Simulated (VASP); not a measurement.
# Pt (P6_3/mmc) in VASP: further runs, part 2 of 2

VASP 6.6.1.

### 4 Single point, LDA, collinear spin (16.86 Å³/atom)

File INCAR:

```
PREC = Accurate ; ENCUT = 520
EDIFF = 1E-7 ; ISMEAR = 0
SIGMA = 0.15 ; LREAL = False
LASPH = True ; NELM = 150
ALGO = Fast ; ISIF = 2
LWAVE = False ; LCHARG = False
ISPIN = 2 ; MAGMOM = 0.25 0.25
LORBIT = 11 ; NUPDOWN = 0.5
LMAXMIX = 4 ; NBANDS = 21
```

File KPOINTS:

```
Automatic mesh
0
Gamma
  21 21 10
```

File POSCAR:

```
Pt
1.0
    2.8250521638      0.0000000000      0.0000000000
   -1.4125260819      2.4465669409      0.0000000000
    0.0000000000      0.0000000000      4.8781199007
Pt
2
Direct
    0.6666666667      0.3333333333      0.7500000000
    0.3333333333      0.6666666667      0.2500000000
```

Potentials or basis: VASP PAW LDA potentials, release 64 (Pt).

Command:

```console
$ cat potpaw_LDA.64/Pt/POTCAR > POTCAR
$ mpirun -np 1 vasp_std > vasp.out
```

OUTCAR:

```text
PREC = Accurate
   ENCUT = 520
   EDIFF = 1E-7
   ISMEAR = 0
   LREAL = False
   LASPH = True
   NELM = 150
   ISIF = 2
   ISPIN = 2
   LORBIT = 11
   NUPDOWN = 0.5

 ion  position               nearest neighbor table
   1  0.667  0.333  0.750-   2 2.93   2 2.93   2 2.93   2 2.93   2 2.93   2 2.93
   2  0.333  0.667  0.250-   1 2.93   1 2.93   1 2.93   1 2.93   1 2.93   1 2.93

  LATTYP: Found a hexagonal cell.
 ALAT       =     2.8250521638
 C/A-ratio  =     1.7267362222

  Lattice vectors:

 A1 = (   2.8250521638,   0.0000000000,   0.0000000000)
 A2 = (  -1.4125260819,   2.4465669409,   0.0000000000)
 A3 = (   0.0000000000,   0.0000000000,   4.8781199007)

Analysis of symmetry for initial positions (statically):
=====================================================================
 Subroutine PRICEL returns:
 Original cell was already a primitive cell.

 Routine SETGRP: Setting up the symmetry group for a
 hexagonal supercell.

 Subroutine GETGRP returns: Found 24 space group operations
 (whereof 12 operations were pure point group operations)
 out of a pool of 24 trial point group operations.
[... 772 lines left out ...]
  band No.  band energies     occupation
      1       0.0598      1.00000
      2       2.6750      1.00000
      3       5.6138      1.00000
      4       6.0600      1.00000
      5       6.0600      1.00000
      6       6.3941      1.00000
[... 565 lines left out ...]
     20      29.3239      0.00000
     21      29.9740      0.00000

 [... further k-points ...]
[... 5 lines left out ...]
  --------------------------------------------------------------------------------------
  -------------------------------------------------------------------------------------
  Total       -5.6696020     -5.6696020     -5.3227854      0.0000000      0.0000000      0.0000000
  in kB     -269.4183107   -269.4183107   -252.9376569      0.0000000      0.0000000      0.0000000
  external PRESSURE =    -263.9247595 kB  Pullay stress =       0.0000000 kB

 VOLUME and BASIS-vectors are now :
 -----------------------------------------------------------------------------
  energy-cutoff  :      520.00
  volume of cell :       33.72
      direct lattice vectors                 reciprocal lattice vectors
     2.825052164  0.000000000  0.000000000     0.353975765  0.204368003  0.000000000
    -1.412526082  2.446566941  0.000000000     0.000000000  0.408736006  0.000000000
     0.000000000  0.000000000  4.878119901     0.000000000  0.000000000  0.204997011

 POSITION                                       TOTAL-FORCE (eV/Angst)
 -----------------------------------------------------------------------------------
      1.41253      0.81552      3.65859         0.000000     -0.000000      0.000000
     -0.00000      1.63104      1.21953        -0.000000      0.000000      0.000000
 -----------------------------------------------------------------------------------
    total drift:                                0.000000     -0.000000      0.000000

  FREE ENERGIE OF THE ION-ELECTRON SYSTEM (eV)
  ---------------------------------------------------
  free  energy   TOTEN  =       -14.5213402306 eV

  energy  without entropy=      -14.4745299806  energy(sigma->0) =      -14.49793511

 total charge

# of ion       s       p       d       tot
------------------------------------------
    1        0.588   0.484   7.979   9.050
    2        0.588   0.484   7.979   9.050
--------------------------------------------------
tot          1.175   0.968  15.958  18.101

 magnetization (x)

# of ion       s       p       d       tot
------------------------------------------
    1        0.001  -0.001   0.246   0.247
    2        0.001  -0.001   0.246   0.247
--------------------------------------------------
tot          0.003  -0.002   0.493   0.494
```

Run time: 2 min. Hardware: 1 thread of Intel Xeon 6975P-C (Granite Rapids), shared host; peak memory 0.36 GiB.

What came out:

```
Free energy                                           : -14.5213 eV
Pressure                                              : -26.4 GPa
Net moment                                            : 0.50 μB per cell
Site moments                                          : Pt +0.25 μB
Valence electrons inside the program's atomic spheres : Pt 9.05
```

Caveat: the cell stands under tension; the total moment is fixed, so each spin has its own Fermi level.

### 5 Single point, LDA, collinear spin (15.52 Å³/atom)

This run uses another cell than the first one, of 15.52 Å³/atom.

File INCAR:

```
SYSTEM = Pt
PREC = Accurate
ENCUT = 520
EDIFF = 1E-7
ISMEAR = 0
SIGMA = 0.15
LREAL = .False.
LASPH = .True.
NELM = 150
ALGO = Normal
ISIF = 2
LWAVE = .False.
LCHARG = .False.
ISPIN = 2
MAGMOM = 0.1 0.1
LORBIT = 11
NUPDOWN = 0.2
LMAXMIX = 4
GGA = CA
NBANDS = 21
```

File KPOINTS:

```
Automatic mesh
0
Gamma
  21 21 10
  0 0 0
```

File POSCAR:

```
Pt
1.0
    2.7483013709      0.0000000000      0.0000000000
   -1.3741506854      2.3800988044      0.0000000000
    0.0000000000      0.0000000000      4.7455915265
Pt
2
Direct
    0.6666666667      0.3333333333      0.7500000000
    0.3333333333      0.6666666667      0.2500000000
```

Command:

```console
$ cat potpaw_LDA.64/Pt/POTCAR > POTCAR
$ mpirun -np 1 vasp_std > vasp.out
```

Wall time 96 s (1 thread of Intel Xeon 6975P-C (Granite Rapids), shared host); peak memory 0.33 GiB.

The run converged. Its results:

```yaml
Free_energy: -14.8539 eV
Pressure: -11.0 GPa
Net_moment: 0.20 μB per cell
Site_moments: Pt +0.10 μB
Valence_electrons_inside_the_program's_atomic_spheres: Pt 9.24
```

Stress tensor (GPa, compression positive):
```
-11.07   0.00   0.00
  0.00 -11.07   0.00
  0.00   0.00 -10.92
```

Caveat: the cell stands under tension; the total moment is fixed, so each spin has its own Fermi level.

### 6 Summary

```csv
fixed moment (μB),cell,pressure (GPa),moment (μB)
0.8,"a = 2.825, b = 2.825, c = 4.878 Å, angles 90.0, 90.0, 120.0°, 2 atoms",-26.0,0.80
0.7,"a = 2.825, b = 2.825, c = 4.878 Å, angles 90.0, 90.0, 120.0°, 2 atoms",-26.2,0.70
0.5,"a = 2.825, b = 2.825, c = 4.878 Å, angles 90.0, 90.0, 120.0°, 2 atoms",-26.4,0.50
0.2,"a = 2.748, b = 2.748, c = 4.746 Å, angles 90.0, 90.0, 120.0°, 2 atoms",-11.0,0.20
```

Alike in all rows: task single point; level LDA; potentials or basis VASP PAW LDA potentials, release 64 (Pt); spin collinear; k mesh 21 × 21 × 10; cutoff (eV) 520; smearing gaussian 0.15 eV.

Caveats: the cell stands under tension; the total moment is fixed, so each spin has its own Fermi level.

Total energies depend on the potentials used, so only differences within one code and one set of settings carry meaning.
